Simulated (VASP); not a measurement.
# Nb (Im-3m) in VASP: notebook

The runs below take Nb through single point, with LDA.

Program: VASP 6.6.1. These are calculated values, not measurements. Logs are shortened: lines on timing, memory, paths and dates and some standing lists are left out, and cuts for length are marked.

## Step 1: The cell of the first run

Symmetry: Im-3m, No. 229, cubic system. The conventional cell has a = 3.253 Å, b = 3.253 Å, c = 3.253 Å, α = 90.00°, β = 90.00°, γ = 90.00°. Within 3.7 Å of Nb (site symmetry m-3m) lie 14 Nb at 2.82 to 3.25 Å.

## Step 2: Single point, LDA

Contents of INCAR:

```
PREC = Accurate
ENCUT = 500
EDIFF = 1E-6
ISMEAR = 0
SIGMA = 0.1
LREAL = F
LASPH = T
NELM = 120
ALGO = Normal
ISIF = 2
LWAVE = F
LCHARG = T
GGA = CA
LELF = T
LVHAR = T
NBANDS = 12
GGA_COMPAT = F
```

Contents of KPOINTS:

```
Automatic mesh
0
Gamma
  8 8 8
```

Contents of POSCAR:

```
Nb
1.0
   -1.6266165042      1.6266165042      1.6266165042
    1.6266165042     -1.6266165042      1.6266165042
    1.6266165042      1.6266165042     -1.6266165042
Nb
1
Direct
    0.0000000000      0.0000000000      0.0000000000
```

Potentials or basis: VASP PAW LDA potentials, release 64 (Nb_sv).

Command:

```console
> cat potpaw_LDA.64/Nb_sv/POTCAR > POTCAR
> mpirun -np 1 vasp_std > vasp.out
```

OUTCAR:

```text
PREC = Accurate
   ENCUT = 500
   EDIFF = 1E-6
   ISMEAR = 0
   LREAL = F
   LASPH = T
   NELM = 120
   ISIF = 2
   GGA = CA

 ion  position               nearest neighbor table
   1  0.000  0.000  0.000-

  LATTYP: Found a body centered cubic cell.
 ALAT       =     3.2532330084

  Lattice vectors:

 A1 = (  -1.6266165042,   1.6266165042,   1.6266165042)
 A2 = (   1.6266165042,  -1.6266165042,   1.6266165042)
 A3 = (   1.6266165042,   1.6266165042,  -1.6266165042)

Analysis of symmetry for initial positions (statically):
=====================================================================
 Subroutine PRICEL returns:
 Original cell was already a primitive cell.

 Routine SETGRP: Setting up the symmetry group for a
 body centered cubic supercell.

 Subroutine GETGRP returns: Found 48 space group operations
 (whereof 48 operations were pure point group operations)
 out of a pool of 48 trial point group operations.

The static configuration has the point symmetry O_h .

Analysis of symmetry for dynamics (positions and initial velocities):
=====================================================================
 Subroutine PRICEL returns:
 Original cell was already a primitive cell.

 Routine SETGRP: Setting up the symmetry group for a
 body centered cubic supercell.

 Subroutine GETGRP returns: Found 48 space group operations
 (whereof 48 operations were pure point group operations)
 out of a pool of 48 trial point group operations.

The dynamic configuration has the point symmetry O_h .

 Subroutine INISYM returns: Found 48 space group operations
 (whereof 48 operations are pure point group operations),
 and found     1 'primitive' translations

----------------------------------------------------------------------------------------

                                     Primitive cell

  volume of cell :      17.2153

  direct lattice vectors                    reciprocal lattice vectors
    -1.626616504  1.626616504  1.626616504     0.000000000  0.307386528  0.307386528
     1.626616504 -1.626616504  1.626616504     0.307386528  0.000000000  0.307386528
     1.626616504  1.626616504 -1.626616504     0.307386528  0.307386528  0.000000000

  length of vectors
     2.817382430  2.817382430  2.817382430     0.434710197  0.434710197  0.434710197

  position of ions in fractional coordinates (direct lattice)
     0.000000000  0.000000000  0.000000000

  ion indices of the primitive-cell ions
   primitive index   ion index
                 1           1

----------------------------------------------------------------------------------------

 KPOINTS: Automatic mesh

Automatic generation of k-mesh.
 Grid dimensions read from file:
 generate k-points for:    8    8    8

 Generating k-lattice:

  Cartesian coordinates                     Fractional coordinates (reciprocal lattice)
     0.000000000  0.038423316  0.038423316     0.125000000  0.000000000  0.000000000
     0.038423316  0.000000000  0.038423316     0.000000000  0.125000000  0.000000000
     0.038423316  0.038423316  0.000000000     0.000000000  0.000000000  0.125000000

  Length of vectors
     0.054338775  0.054338775  0.054338775

  Shift w.r.t. Gamma in fractional coordinates (k-lattice)
     0.000000000  0.000000000  0.000000000

 Subroutine IBZKPT returns following result:
 ===========================================

 Found     29 irreducible k-points:

 Following reciprocal coordinates:
            Coordinates               Weight
  0.000000  0.000000  0.000000      1.000000
  0.125000  0.000000  0.000000     12.000000
  0.250000  0.000000  0.000000     12.000000
  0.375000  0.000000  0.000000     12.000000
  0.500000  0.000000  0.000000      6.000000
  0.125000  0.125000  0.000000     24.000000
[... 16 lines left out ...]
 -0.250000  0.250000  0.250000      6.000000
 -0.375000  0.375000  0.250000     24.000000
 [... further k-points ...]
   k-points           NKPTS =     29   k-points in BZ     NKDIM =     29   number of bands    NBANDS=     12
   number of dos      NEDOS =    301   number of ions     NIONS =      1
   total plane-waves  NPLWV =  13824
   dimension x,y,z NGX =    24 NGY =   24 NGZ =   24
   dimension x,y,z NGXF=    48 NGYF=   48 NGZF=   48
   ions per type =               1
   NGX,Y,Z   is equivalent  to a cutoff of  14.16, 14.16, 14.16 a.u.
   NGXF,Y,Z  is equivalent  to a cutoff of  28.32, 28.32, 28.32 a.u.
 SYSTEM =  unknown system
   PREC   = accura    normal or accurate (medium, high low for compatibility)
   ISTART =      0    job   : 0-new  1-cont  2-samecut
   ICHARG =      2    charge: 1-file 2-atom 10-const
   ISPIN  =      1    spin polarized calculation?
   LNONCOLLINEAR =      F non collinear calculations
   LSORBIT =      F    spin-orbit coupling
   LASPH  =      T    aspherical Exc in radial PAW
   ENCUT  =  500.0 eV  36.75 Ry    6.06 a.u.   5.14  5.14  5.14*2*pi/ulx,y,z
   NELM   =    120;   NELMIN=  2; NELMDL= -5     # of ELM steps
   EDIFF  = 0.1E-05   stopping-criterion for ELM
   LREAL  =      F    real-space projection
   EDIFFG = 0.1E-04   stopping-criterion for IOM
   NSW    =      0    number of steps for IOM
   IBRION =     -1    ionic relax: 0-MD 1-quasi-New 2-CG
   NFREE  =      0    steps in history (QN), initial steepest desc. (CG)
   ISIF   =      2    stress and relaxation
   ISYM   =      2    0-nonsym 1-usesym 2-fastsym
   POTIM  = 0.5000    time-step for ionic-motion
   TEBEG  =    0.0;   TEEND  =   0.0 temperature during run
   PSTRESS=    0.0 pullay stress
   NELECT =      13.0000    total number of electrons
   NUPDOWN=      -1.0000    fix difference up-down
   EMIN   =  10.00;   EMAX   =-10.00  energy-range for DOS
   EFERMI =   0.00;   METHOD = LEGACY
   ISMEAR =     0;   SIGMA  =   0.10  broadening in eV -4-tet -1-fermi 0-gaus
   EFERMI_NEDOS =   21; number of points for ismear=-14 and -15
   IALGO  =     38    algorithm
   IMIX   =      4    mixing-type and parameters
     AMIX     =   0.40;   BMIX     =  1.00
     AMIX_MAG =   1.60;   BMIX_MAG =  1.00
  volume/ion in A,a.u.               =      17.22       116.17
  Fermi-wavevector in a.u.,A,eV,Ry     =   1.490793  2.817191 30.238469  2.222465
  Thomas-Fermi vector in A             =   2.603530
   LORBIT       =      0    0 simple, 1 ext, 2 COOP (PROOUT), +10 PAW based schemes
   GGA     = CA    functional components
   LHFCALC =     F    Hartree Fock is set to
   AEXX    =    0.0000 exact exchange contribution
   IVDW    =     0    specifies the selected vdW correction
   LEPSILON=     F    determine dielectric tensor
   LRPA    =     F    only Hartree local field effects (RPA)
 non-spin polarized calculation
 Gauss-broadening in eV      SIGMA  =   0.10
  energy-cutoff  :      500.00
  volume of cell :       17.22
 maximum number of plane-waves:       466
 NGX is ok and might be reduce to    24
   NGX = 11   NGY = 11   NGZ = 11

 number of electron      13.0000001 magnetization

 Free energy of the ion-electron system (eV)
  ---------------------------------------------------
  ext. energy  EPLUGINS =         0.00000000
  ---------------------------------------------------
  free energy    TOTEN  =       -11.27924599 eV

  energy without entropy =      -11.27209996  energy(sigma->0) =      -11.27567297

 E-fermi :  11.4958     XC(G=0): -12.9534

 val. band max:       11.4885339519   @ k =   0.3750   0.2500   0.0000
 cond. band min:      11.5086436386   @ k =   0.2500   0.0000   0.0000
 fundamental gap:      0.0201096867
 Fermi energy:        11.4957508599

 k-point     1 :       0.0000    0.0000    0.0000
  band No.  band energies     occupation
      1     -42.4153      2.00000
      2     -17.7561      2.00000
      3     -17.7561      2.00000
      4     -17.7561      2.00000
      5       5.6341      2.00000
      6      11.9384      0.00000
      7      11.9384      0.00000
      8      11.9384      0.00000
      9      14.9984      0.00000
     10      14.9984      0.00000
     11      25.9974      0.00000
     12      25.9974      0.00000

 k-point     2 :       0.1250    0.0000    0.0000
  band No.  band energies     occupation
      1     -42.3723      2.00000
      2     -18.0055      2.00000
      3     -17.8314      2.00000
      4     -17.7585      2.00000
      5       6.2861      2.00000
      6      11.5447      0.48892
      7      11.8063      0.00001
      8      12.5887      0.00000
      9      14.5109      0.00000
     10      15.0080      0.00000
     11      26.4817      0.00000
     12      27.1412      0.00000

 k-point     3 :       0.2500    0.0000    0.0000
  band No.  band energies     occupation
      1     -42.2670      2.00000
      2     -18.5797      2.00000
      3     -18.0090      2.00000
      4     -17.7645      2.00000
      5       7.6150      2.00000
      6      10.7318      2.00000
      7      11.5086      0.85532
      8      14.4078      0.00000
      9      14.4598      0.00000
     10      15.1580      0.00000
     11      26.2712      0.00000
     12      28.1548      0.00000
[... 286 lines left out ...]
 k-point    23 :      -0.2500    0.2500    0.2500
  band No.  band energies     occupation
      1     -42.1407      2.00000
      2     -18.6132      2.00000
      3     -18.2853      2.00000
      4     -18.2853      2.00000
      5       9.1581      2.00000
      6      10.3770      2.00000
      7      12.5966      0.00000
      8      12.5966      0.00000
      9      14.2116      0.00000
     10      16.6059      0.00000
     11      26.6226      0.00000
     12      30.4656      0.00000

 k-point    24 :      -0.3750    0.3750    0.2500
  band No.  band energies     occupation
      1     -42.0496      2.00000
      2     -18.9289      2.00000
      3     -18.4727      2.00000
      4     -18.3351      2.00000
      5       9.0986      2.00000
      6       9.6550      2.00000
      7      12.5911      0.00000
      8      13.3907      0.00000
      9      16.3142      0.00000
     10      17.7889      0.00000
     11      26.0150      0.00000
     12      27.9523      0.00000

 [... further k-points ...]
[... 5 lines left out ...]
  --------------------------------------------------------------------------------------
  -------------------------------------------------------------------------------------
  Total       -0.0228957     -0.0228957     -0.0228957      0.0000000      0.0000000      0.0000000
  in kB       -2.1308290     -2.1308290     -2.1308290      0.0000000      0.0000000      0.0000000
  external PRESSURE =      -2.1308290 kB  Pullay stress =       0.0000000 kB

 VOLUME and BASIS-vectors are now :
 -----------------------------------------------------------------------------
  energy-cutoff  :      500.00
  volume of cell :       17.22
      direct lattice vectors                 reciprocal lattice vectors
    -1.626616504  1.626616504  1.626616504     0.000000000  0.307386528  0.307386528
     1.626616504 -1.626616504  1.626616504     0.307386528  0.000000000  0.307386528
     1.626616504  1.626616504 -1.626616504     0.307386528  0.307386528  0.000000000

 POSITION                                       TOTAL-FORCE (eV/Angst)
 -----------------------------------------------------------------------------------
      0.00000      0.00000      0.00000        -0.000000     -0.000000      0.000000
 -----------------------------------------------------------------------------------
    total drift:                                0.000000      0.000000      0.000000

  FREE ENERGIE OF THE ION-ELECTRON SYSTEM (eV)
  ---------------------------------------------------
  free  energy   TOTEN  =       -11.2792459868 eV

  energy  without entropy=      -11.2720999622  energy(sigma->0) =      -11.27567297
```

Run time: 7.1 s. Hardware: 1 thread of Intel Xeon Platinum 8559C (Emerald Rapids), shared host; peak memory 0.12 GiB.

What came out:

```
Free energy : -11.2792 eV
Pressure    : -0.2 GPa
```

## Step 3: Single point, LDA

This run uses another cell than the first one, of 17.13 Å³/atom, 0.995 times its volume.

Contents of INCAR:

```
SYSTEM = Nb
ALGO = Normal
EDIFF = 1E-6
ENCUT = 500
GGA = CA
GGA_COMPAT = .False.
ISIF = 2
ISMEAR = 0
LASPH = .True.
LCHARG = .True.
LELF = .True.
LREAL = .False.
LVHAR = .True.
LWAVE = .False.
NBANDS = 12
NELM = 120
PREC = Accurate
SIGMA = 0.1
```

Contents of KPOINTS:

```
k-points
0
Gamma
  18 18 18
  0 0 0
```

Contents of POSCAR:

```
Nb
1.0
   -1.6238317561      1.6238317561      1.6238317561
    1.6238317561     -1.6238317561      1.6238317561
    1.6238317561      1.6238317561     -1.6238317561
Nb
1
Direct
    0.0000000000      0.0000000000      0.0000000000
```

Potentials or basis: VASP PAW LDA potentials, release 64 (Nb_sv).

Command:

```console
> cat potpaw_LDA.64/Nb_sv/POTCAR > POTCAR
> mpirun -np 1 vasp_std > vasp.out
```

Wall time 20 s (1 thread of Intel Xeon Platinum 8559C (Emerald Rapids), shared host); peak memory 0.15 GiB.

The run converged. Its results:

```yaml
Free_energy: -11.2585 eV
Pressure: -0.2 GPa
```

Levels at points of the mesh, in eV from the Fermi level:
```tsv
k point	band 3	band 4	band 5	band 6	band 7	band 8	band 9	band 10
(0.00, 0.00, 0.00)	-29.34	-29.34	-6.00	0.32	0.32	0.32	3.40	3.40
(0.50, 0.00, 0.00)	-29.84	-29.36	-3.94	-1.83	2.61	3.47	4.19	6.82
(0.50, 0.50, 0.50)	-30.43	-30.43	-4.04	-4.04	5.97	5.97	5.97	9.52
```
